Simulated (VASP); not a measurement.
# TaN (P6_3mc) in VASP: notebook

Runs on TaN. Level: r2SCAN. Tasks: single point.

Everything below comes from runs of VASP 6.6.1. Logs are shortened: lines on timing, memory, paths and dates and some standing lists are left out, and cuts for length are marked.

**1. The cell of the first run**

Symmetry: P6_3mc, No. 186, hexagonal system. The conventional cell has a = 3.005 Å, b = 3.005 Å, c = 6.028 Å, α = 90.00°, β = 90.00°, γ = 120.00°. Within 2.5 Å of Ta (site symmetry 3m) lie 4 N at 1.92 to 2.05 Å. Within 2.5 Å of N (site symmetry 3m) lie 4 Ta at 1.92 to 2.05 Å.

**2. Single point, r2SCAN (11.78 Å³/atom)**

Input file POSCAR:

```
TaN
1.0
    3.0047223152      0.0000000000      0.0000000000
   -1.5023611576      2.6021658562      0.0000000000
    0.0000000000      0.0000000000      6.0276906743
Ta N
2 2
Direct
    0.3333333333      0.6666666667      0.0334854442
    0.6666666667      0.3333333333      0.5334854442
    0.3333333333      0.6666666667      0.3515145558
    0.6666666667      0.3333333333      0.8515145558
```

Input file INCAR.step1:

```
ALGO     = Normal         # electronic algorithm
EDIFF    = 1E-4           # SCF threshold, eV
ENCUT    = 520            # plane-wave cutoff, eV
GGA      = PE             # functional
ISMEAR   = 0              # smearing method
LASPH    = T              # aspherical terms in the spheres
LCHARG   = F              # write CHGCAR
LREAL    = F              # projectors in reciprocal space
LWAVE    = T              # write WAVECAR
NBANDS   = 24             # bands
NELM     = 100            # most SCF steps
PREC     = Accurate       # precision mode
SIGMA    = 0.1            # smearing width, eV
```

Input file INCAR.step2:

```
ALGO     = Normal         # electronic algorithm
EDIFF    = 1E-7           # SCF threshold, eV
ENCUT    = 520            # plane-wave cutoff, eV
ISIF     = 2              # what is computed and relaxed
ISMEAR   = 0              # smearing method
ISTART   = 1            
LASPH    = T              # aspherical terms in the spheres
LCHARG   = F              # write CHGCAR
LMIXTAU  = T            
LREAL    = F              # projectors in reciprocal space
LWAVE    = F              # write WAVECAR
METAGGA  = R2SCAN         # meta-GGA
NBANDS   = 24             # bands
NELM     = 100            # most SCF steps
PREC     = Accurate       # precision mode
SIGMA    = 0.1            # smearing width, eV
```

Input file KPOINTS:

```
k-points
0
Gamma
  18 18 8
```

Potentials or basis: VASP PAW PBE potentials, release 64 (Ta_pv, N).

Started as:

```
$ cat potpaw_PBE.64/Ta_pv/POTCAR potpaw_PBE.64/N/POTCAR > POTCAR
$ cp INCAR.step1 INCAR
$ mpirun -np 1 vasp_std > vasp.out
$ cp INCAR.step2 INCAR
$ mpirun -np 1 vasp_std > vasp.out
```

OUTCAR:

```text
EDIFF = 1E-7
   ENCUT = 520
   ISIF = 2
   ISMEAR = 0
   ISTART = 1
   LASPH = T
   LREAL = F
   METAGGA = R2SCAN
   NELM = 100
   PREC = Accurate

 ion  position               nearest neighbor table
   1  0.333  0.667  0.033-   3 1.92   4 2.05   4 2.05   4 2.05   2 3.48   2 3.48   2 3.48   2 3.48
                             2 3.48   2 3.48
   2  0.667  0.333  0.533-   4 1.92   3 2.05   3 2.05   3 2.05   1 3.48   1 3.48   1 3.48   1 3.48
                             1 3.48   1 3.48
   3  0.333  0.667  0.352-   1 1.92   2 2.05   2 2.05   2 2.05
   4  0.667  0.333  0.852-   2 1.92   1 2.05   1 2.05   1 2.05

  LATTYP: Found a hexagonal cell.
 ALAT       =     3.0047223152
 C/A-ratio  =     2.0060724559

  Lattice vectors:

 A1 = (   3.0047223152,   0.0000000000,   0.0000000000)
 A2 = (  -1.5023611576,   2.6021658562,   0.0000000000)
 A3 = (   0.0000000000,   0.0000000000,   6.0276906743)

Analysis of symmetry for initial positions (statically):
=====================================================================
 Subroutine PRICEL returns:
 Original cell was already a primitive cell.

 Routine SETGRP: Setting up the symmetry group for a
 hexagonal supercell.

 Subroutine GETGRP returns: Found 12 space group operations
 (whereof  6 operations were pure point group operations)
 out of a pool of 24 trial point group operations.

The static configuration has the point symmetry C_3v.
 The point group associated with its full space group is C_6v.

Analysis of symmetry for dynamics (positions and initial velocities):
=====================================================================
 Subroutine PRICEL returns:
 Original cell was already a primitive cell.

 Routine SETGRP: Setting up the symmetry group for a
 hexagonal supercell.

 Subroutine GETGRP returns: Found 12 space group operations
 (whereof  6 operations were pure point group operations)
 out of a pool of 24 trial point group operations.

The dynamic configuration has the point symmetry C_3v.
 The point group associated with its full space group is C_6v.

 Subroutine INISYM returns: Found 12 space group operations
 (whereof  6 operations are pure point group operations),
 and found     1 'primitive' translations

----------------------------------------------------------------------------------------

                                     Primitive cell

  volume of cell :      47.1292

  direct lattice vectors                    reciprocal lattice vectors
     3.004722315  0.000000000  0.000000000     0.332809456  0.192147629  0.000000000
    -1.502361158  2.602165856  0.000000000     0.000000000  0.384295258  0.000000000
     0.000000000  0.000000000  6.027690674     0.000000000  0.000000000  0.165901015

  length of vectors
     3.004722315  3.004722315  6.027690674     0.384295258  0.384295258  0.165901015

  position of ions in fractional coordinates (direct lattice)
     0.333333333  0.666666667  0.033485444
     0.666666667  0.333333333  0.533485444
     0.333333333  0.666666667  0.351514556
     0.666666667  0.333333333  0.851514556

  ion indices of the primitive-cell ions
   primitive index   ion index
                 1           1
                 2           2
                 3           3
                 4           4

----------------------------------------------------------------------------------------

 KPOINTS: k-points

Automatic generation of k-mesh.
 Grid dimensions read from file:
 generate k-points for:   18   18    8

 Generating k-lattice:

  Cartesian coordinates                     Fractional coordinates (reciprocal lattice)
     0.018489414  0.010674868  0.000000000     0.055555556  0.000000000  0.000000000
     0.000000000  0.021349737  0.000000000     0.000000000  0.055555556  0.000000000
     0.000000000  0.000000000  0.020737627     0.000000000  0.000000000  0.125000000

  Length of vectors
     0.021349737  0.021349737  0.020737627

  Shift w.r.t. Gamma in fractional coordinates (k-lattice)
     0.000000000  0.000000000  0.000000000

 Subroutine IBZKPT returns following result:
 ===========================================

 Found    185 irreducible k-points:

 Following reciprocal coordinates:
            Coordinates               Weight
  0.000000  0.000000  0.000000      1.000000
  0.055556  0.000000  0.000000      6.000000
  0.111111  0.000000  0.000000      6.000000
  0.166667  0.000000  0.000000      6.000000
  0.222222  0.000000  0.000000      6.000000
  0.277778  0.000000  0.000000      6.000000
[... 16 lines left out ...]
  0.333333  0.111111  0.000000     12.000000
  0.388889  0.111111  0.000000     12.000000
 [... further k-points ...]
   k-points           NKPTS =    185   k-points in BZ     NKDIM =    185   number of bands    NBANDS=     24
   number of dos      NEDOS =    301   number of ions     NIONS =      4
   total plane-waves  NPLWV =  27648
   dimension x,y,z NGX =    24 NGY =   24 NGZ =   48
   dimension x,y,z NGXF=    48 NGYF=   48 NGZF=   96
[... 70 lines left out ...]
  band No.  band energies     occupation
      1     -29.4740      2.00000
      2     -28.9779      2.00000
      3     -28.5538      2.00000
      4     -28.5538      2.00000
      5     -28.5167      2.00000
      6     -28.5167      2.00000
[... 16 lines left out ...]
     23      13.6449      0.00000
     24      14.9261      0.00000

 k-point     2 :       0.0556    0.0000    0.0000
  band No.  band energies     occupation
      1     -29.4663      2.00000
      2     -28.9766      2.00000
      3     -28.5819      2.00000
      4     -28.5604      2.00000
      5     -28.5461      2.00000
      6     -28.5224      2.00000
[... 16 lines left out ...]
     23      13.8908      0.00000
     24      14.7561      0.00000

 k-point     3 :       0.1111    0.0000    0.0000
  band No.  band energies     occupation
      1     -29.4443      2.00000
      2     -28.9729      2.00000
      3     -28.6622      2.00000
      4     -28.6294      2.00000
      5     -28.5795      2.00000
      6     -28.5389      2.00000
[... 16 lines left out ...]
     23      14.4814      0.00000
     24      14.5500      0.00000

 k-point     4 :       0.1667    0.0000    0.0000
  band No.  band energies     occupation
      1     -29.4100      2.00000
      2     -28.9686      2.00000
      3     -28.7831      2.00000
      4     -28.7540      2.00000
      5     -28.6084      2.00000
      6     -28.5641      2.00000
[... 16 lines left out ...]
     23      14.2571      0.00000
     24      15.4616      0.00000

 k-point     5 :       0.2222    0.0000    0.0000
  band No.  band energies     occupation
      1     -29.3679      2.00000
      2     -28.9704      2.00000
      3     -28.9253      2.00000
      4     -28.8989      2.00000
      5     -28.6435      2.00000
      6     -28.5951      2.00000
[... 16 lines left out ...]
     23      14.1316      0.00000
     24      15.6572      0.00000

 k-point     6 :       0.2778    0.0000    0.0000
  band No.  band energies     occupation
      1     -29.3268      2.00000
      2     -29.0811      2.00000
      3     -29.0540      2.00000
      4     -28.9552      2.00000
      5     -28.6804      2.00000
      6     -28.6280      2.00000
[... 16 lines left out ...]
     23      14.1114      0.00000
     24      15.8023      0.00000
[... 379 lines left out ...]
 k-point    21 :       0.2222    0.1111    0.0000
  band No.  band energies     occupation
      1     -29.3129      2.00000
      2     -29.0955      2.00000
      3     -29.0682      2.00000
      4     -28.9559      2.00000
      5     -28.7211      2.00000
      6     -28.6746      2.00000
[... 16 lines left out ...]
     23      14.2931      0.00000
     24      15.7905      0.00000

 k-point    22 :       0.2778    0.1111    0.0000
  band No.  band energies     occupation
      1     -29.3045      2.00000
      2     -29.2138      2.00000
      3     -29.1492      2.00000
      4     -28.9608      2.00000
      5     -28.7659      2.00000
      6     -28.7145      2.00000
[... 16 lines left out ...]
     23      14.4787      0.00000
     24      15.2607      0.00000

 k-point    23 :       0.3333    0.1111    0.0000
  band No.  band energies     occupation
      1     -29.3580      2.00000
      2     -29.3051      2.00000
      3     -29.1520      2.00000
      4     -28.9691      2.00000
      5     -28.8022      2.00000
      6     -28.7468      2.00000
[... 16 lines left out ...]
     23      14.4326      0.00000
     24      14.7062      0.00000

 k-point    24 :       0.3889    0.1111    0.0000
  band No.  band energies     occupation
      1     -29.4128      2.00000
      2     -29.3639      2.00000
      3     -29.1283      2.00000
      4     -28.9794      2.00000
      5     -28.8256      2.00000
      6     -28.7680      2.00000
[... 16 lines left out ...]
     23      13.7946      0.00000
     24      14.7276      0.00000

 [... further k-points ...]

------------------------ aborting loop because EDIFF is reached ----------------------------------------

  FORCE on cell =-STRESS in cart. coord.  units (eV):
  Direction    XX          YY          ZZ          XY          YZ          ZX
  --------------------------------------------------------------------------------------
  -------------------------------------------------------------------------------------
  Total        8.8446802      8.8446802      9.1825649      0.0000000     -0.0000000      0.0000000
  in kB      300.6785477    300.6785477    312.1650751      0.0000000     -0.0000000      0.0000000
  external PRESSURE =     304.5073902 kB  Pullay stress =       0.0000000 kB

 VOLUME and BASIS-vectors are now :
 -----------------------------------------------------------------------------
  energy-cutoff  :      520.00
  volume of cell :       47.13
      direct lattice vectors                 reciprocal lattice vectors
     3.004722315  0.000000000  0.000000000     0.332809456  0.192147629  0.000000000
    -1.502361158  2.602165856  0.000000000     0.000000000  0.384295258  0.000000000
     0.000000000  0.000000000  6.027690674     0.000000000  0.000000000  0.165901015

 POSITION                                       TOTAL-FORCE (eV/Angst)
 -----------------------------------------------------------------------------------
     -0.00000      1.73478      0.20184        -0.000000     -0.000000     -0.045994
      1.50236      0.86739      3.21569         0.000000     -0.000000     -0.045994
     -0.00000      1.73478      2.11882         0.000000     -0.000000      0.045994
      1.50236      0.86739      5.13267         0.000000      0.000000      0.045994
 -----------------------------------------------------------------------------------
    total drift:                               -0.000000      0.000000      0.001704

  FREE ENERGIE OF THE ION-ELECTRON SYSTEM (eV)
  ---------------------------------------------------
  free  energy   TOTEN  =      -118.6774526827 eV

  energy  without entropy=     -118.6747071155  energy(sigma->0) =     -118.67607990
```

It took 23 min on 1 thread of Oxide Virtual Turin-like, shared host; peak memory 0.28 GiB.

What came out:

```yaml
Free_energy: -118.6775 eV
Pressure: 30.5 GPa
Largest_force: 0.046 eV/Å
Band_gap_on_the_k_mesh: zero (bands 16 and 17 overlap by 0.12 eV)
```

Forces in eV/Å, atoms in the order of the input:
```
Ta   0.000  0.000 -0.046
Ta   0.000  0.000 -0.046
N    0.000  0.000  0.046
N    0.000  0.000  0.046
```

Levels at points of the mesh, in eV from the Fermi level:
| k point | band 12 | band 13 | band 14 | band 15 | band 16 | band 17 | band 18 | band 19 | band 20 | band 21 |
| --- | --- | --- | --- | --- | --- | --- | --- | --- | --- | --- |
| (0.00, 0.00, 0.00) | -5.87 | -4.87 | -4.87 | -1.11 | -0.76 | 0.31 | 0.31 | 2.75 | 2.75 | 2.98 |
| (0.50, 0.00, 0.00) | -6.22 | -5.19 | -3.98 | -2.85 | -0.54 | 1.34 | 2.75 | 3.17 | 4.45 | 4.88 |
| (0.00, 0.00, 0.50) | -5.43 | -5.43 | -5.43 | -0.03 | -0.03 | 1.19 | 1.19 | 1.19 | 1.19 | 5.34 |
| (0.50, 0.00, 0.50) | -6.22 | -5.27 | -5.27 | -1.27 | -1.27 | 1.83 | 1.83 | 4.27 | 4.27 | 5.71 |

Caveat: the cell stands under pressure; the PAW data sets were made with another functional, which shifts forces and pressure a little; spin-orbit coupling is left out, which moves the levels of the heavy elements.

**3. Single point, r2SCAN (13.72 Å³/atom)**

This run uses another cell than the first one, of 13.72 Å³/atom.

Input file POSCAR:

```
TaN
1.0
    3.2151282471      0.0000000000      0.0000000000
   -1.6075641235      2.7843827384      0.0000000000
    0.0000000000      0.0000000000      6.1323581758
Ta N
2 2
Direct
    0.3333333333      0.6666666667      0.0302894480
    0.6666666667      0.3333333333      0.5302894480
    0.3333333333      0.6666666667      0.3547105520
    0.6666666667      0.3333333333      0.8547105520
```

Input file INCAR.step1:

```
SYSTEM = TaN
ALGO = Normal
EDIFF = 1E-4
ENCUT = 520
GGA = PE
ISMEAR = 0
LASPH = .True.
LCHARG = .False.
LREAL = .False.
LWAVE = .True.
NBANDS = 24
NELM = 80
PREC = Accurate
SIGMA = 0.1
```

Input file INCAR.step2:

```
SYSTEM = TaN
ALGO = Normal
EDIFF = 1E-6
ENCUT = 520
ISIF = 2
ISMEAR = 0
ISTART = 1
LASPH = .True.
LCHARG = .False.
LMIXTAU = .True.
LREAL = .False.
LWAVE = .False.
METAGGA = R2SCAN
NBANDS = 24
NELM = 80
PREC = Accurate
SIGMA = 0.1
```

Input file KPOINTS:

```
k-points
0
Gamma
  18 18 8
  0 0 0
```

Potentials or basis: VASP PAW PBE potentials, release 64 (Ta_pv, N).

Started as:

```
$ cat potpaw_PBE.64/Ta_pv/POTCAR potpaw_PBE.64/N/POTCAR > POTCAR
$ cp INCAR.step1 INCAR
$ mpirun -np 1 vasp_std > vasp.out
$ cp INCAR.step2 INCAR
$ mpirun -np 1 vasp_std > vasp.out
```

Run time: 17 min. Hardware: 1 thread of Oxide Virtual Turin-like, shared host; peak memory 0.3 GiB.

Results (log left out):

```
Free energy            : -118.9951 eV
Pressure               : -12.3 GPa
Largest force          : 0.026 eV/Å
Band gap on the k mesh : zero (bands 16 and 17 overlap by 0.33 eV)
```

Forces on the atoms (eV/Å):
```
Ta   0.000  0.000 -0.026
Ta   0.000  0.000 -0.026
N    0.000  0.000  0.026
N    0.000  0.000  0.026
```

Stress tensor (GPa, compression positive):
```
-12.45   0.00   0.00
  0.00 -12.45   0.00
  0.00   0.00 -11.91
```

Levels at points of the mesh, in eV from the Fermi level:
| k point | band 14 | band 15 | band 16 | band 17 | band 18 | band 19 |
| --- | --- | --- | --- | --- | --- | --- |
| (0.00, 0.00, 0.00) | -4.68 | -0.90 | -0.78 | 0.15 | 0.15 | 2.15 |
| (0.50, 0.00, 0.00) | -3.90 | -2.20 | -0.69 | 1.14 | 2.17 | 2.58 |
| (0.00, 0.00, 0.50) | -5.17 | 0.14 | 0.14 | 0.97 | 0.97 | 0.97 |
| (0.50, 0.00, 0.50) | -4.96 | -0.95 | -0.95 | 1.51 | 1.51 | 3.12 |

Caveat: the cell stands under tension; the PAW data sets were made with another functional, which shifts forces and pressure a little; spin-orbit coupling is left out, which moves the levels of the heavy elements.

**4. Single point, r2SCAN (14.24 Å³/atom)**

This run uses another cell than the first one, of 14.24 Å³/atom.

Input file POSCAR:

```
TaN
1.0
    3.2666291126      0.0000000000      0.0000000000
   -1.6333145563      2.8289837963      0.0000000000
    0.0000000000      0.0000000000      6.1646905119
Ta N
2 2
Direct
    0.3333333333      0.6666666667      0.0299341288
    0.6666666667      0.3333333333      0.5299341288
    0.3333333333      0.6666666667      0.3550658712
    0.6666666667      0.3333333333      0.8550658712
```

Input file INCAR.step1:

```
ALGO = Normal
EDIFF = 1E-4
ENCUT = 520
GGA = PE
ISMEAR = 0
LASPH = True
LCHARG = False
LREAL = False
LWAVE = True
NBANDS = 24
NELM = 80
PREC = Accurate
SIGMA = 0.1
```

Input file INCAR.step2:

```
ALGO = Normal
EDIFF = 1E-6
ENCUT = 520
ISIF = 2
ISMEAR = 0
ISTART = 1
LASPH = True
LCHARG = False
LMIXTAU = True
LREAL = False
LWAVE = False
METAGGA = R2SCAN
NBANDS = 24
NELM = 80
PREC = Accurate
SIGMA = 0.1
```

Input file KPOINTS:

```
k-points
0
Gamma
  18 18 8
```

Started as:

```
$ cat potpaw_PBE.64/Ta_pv/POTCAR potpaw_PBE.64/N/POTCAR > POTCAR
$ cp INCAR.step1 INCAR
$ mpirun -np 1 vasp_std > vasp.out
$ cp INCAR.step2 INCAR
$ mpirun -np 1 vasp_std > vasp.out
```

Wall time 7 min (1 thread of Oxide Virtual Turin-like, shared host); peak memory 0.3 GiB.

Results (log left out):

```yaml
Free_energy: -118.7908 eV
Pressure: -19.2 GPa
Largest_force: 0.029 eV/Å
Band_gap_on_the_k_mesh: zero (bands 16 and 17 overlap by 0.34 eV)
```

Forces on the atoms (eV/Å):
```
Ta   0.000  0.000 -0.029
Ta   0.000  0.000 -0.029
N    0.000  0.000  0.029
N    0.000  0.000  0.029
```

Stress tensor (GPa, compression positive):
```
-19.37   0.00   0.00
  0.00 -19.37   0.00
  0.00   0.00 -18.89
```

Levels at points of the mesh, in eV from the Fermi level:
| k point | band 14 | band 15 | band 16 | band 17 | band 18 | band 19 |
| --- | --- | --- | --- | --- | --- | --- |
| (0.00, 0.00, 0.00) | -4.58 | -0.93 | -0.75 | 0.12 | 0.12 | 2.03 |
| (0.50, 0.00, 0.00) | -3.84 | -2.08 | -0.69 | 1.12 | 2.06 | 2.44 |
| (0.00, 0.00, 0.50) | -5.06 | 0.15 | 0.15 | 0.92 | 0.92 | 0.92 |
| (0.50, 0.00, 0.50) | -4.85 | -0.89 | -0.89 | 1.46 | 1.46 | 2.90 |

Caveat: the cell stands under tension; the PAW data sets were made with another functional, which shifts forces and pressure a little; spin-orbit coupling is left out, which moves the levels of the heavy elements.

**5. The runs side by side**

| cell | gap on the mesh (eV) | pressure (GPa) | largest force (eV/Å) |
| --- | --- | --- | --- |
| a = 3.005, b = 3.005, c = 6.028 Å, angles 90.0, 90.0, 120.0°, 4 atoms, atomic positions A | none | 30.5 | 0.05 |
| a = 3.215, b = 3.215, c = 6.132 Å, angles 90.0, 90.0, 120.0°, 4 atoms, atomic positions B | none | -12.3 | 0.03 |
| a = 3.267, b = 3.267, c = 6.165 Å, angles 90.0, 90.0, 120.0°, 4 atoms, atomic positions C | none | -19.2 | 0.03 |

Alike in all rows: task single point; level r2SCAN; potentials or basis VASP PAW PBE potentials, release 64 (Ta_pv, N); no spin polarisation; k mesh 18 × 18 × 8; cutoff (eV) 520; smearing gaussian 0.1 eV.

Caveats: the PAW data sets were made with another functional, which shifts forces and pressure a little; spin-orbit coupling is left out, which moves the levels of the heavy elements; the cell stands under tension (at least some runs); the cell stands under pressure (at least some runs).

Absolute energies hang on the potentials; compare differences alone.
